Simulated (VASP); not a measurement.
# MoS2: single point with PBE

The system is MoS2.

```xyz
6
Lattice="3.1730 0.0000 0.0000 -1.5865 2.7479 0.0000 0.0000 0.0000 12.4359" Properties=species:S:1:pos:R:3 pbc="T T T"
Mo    0.0000    1.8319    3.1090
Mo    1.5865    0.9160    9.3269
S     0.0000    1.8319    7.7712
S     1.5865    0.9160    1.5533
S     0.0000    1.8319   10.8827
S     1.5865    0.9160    4.6647
```

| Quantity | Value |
| --- | --- |
| Program | VASP 6.6.1 |
| Task | single point |
| Functional | PBE |
| Potentials or basis | VASP PAW PBE potentials, release 64 (Mo_sv, S) |
| Cutoff | 520 eV |
| k mesh | 12 × 12 × 2 |
| Occupations | fermi-dirac, width 0.02 eV |
| Spin | non-collinear spin, zero start, spin-orbit coupling |
| Starting moments | [[0.0, 0.0, 0.0], [0.0, 0.0, 0.0], [0.0, 0.0, 0.0], [0.0, 0.0, 0.0], [0.0, 0.0, 0.0], [0.0, 0.0, 0.0]] μB |

```
Pressure                                              : 2.3 GPa
Largest force                                         : 0.100 eV/Å
Net moment                                            : 0.00 μB per cell
Valence electrons inside the program's atomic spheres : Mo 12.47; S 3.71
```

Forces in eV/Å, atoms in the order of the input:
```
Mo   0.000  0.000  0.000
Mo   0.000  0.000  0.000
S    0.000  0.000 -0.100
S    0.000  0.000 -0.100
S    0.000  0.000  0.100
S    0.000  0.000  0.100
```

Stress tensor (GPa, compression positive):
```
1.83 0.00 0.00
0.00 1.83 0.00
0.00 0.00 3.17
```

Moments on the atoms (μB; x, y, z):
```
Mo  0.00 0.00 0.00
Mo  0.00 0.00 0.00
S   0.00 0.00 0.00
S   0.00 0.00 0.00
S   0.00 0.00 0.00
S   0.00 0.00 0.00
```

It took 10 min on 1 thread of Oxide Virtual Turin-like Processor, with other jobs on the host, peak memory 0.63 GiB.

Caveat: this functional lacks dispersion, which binds the layers, so the pressure and a relaxed spacing across them are unreliable.
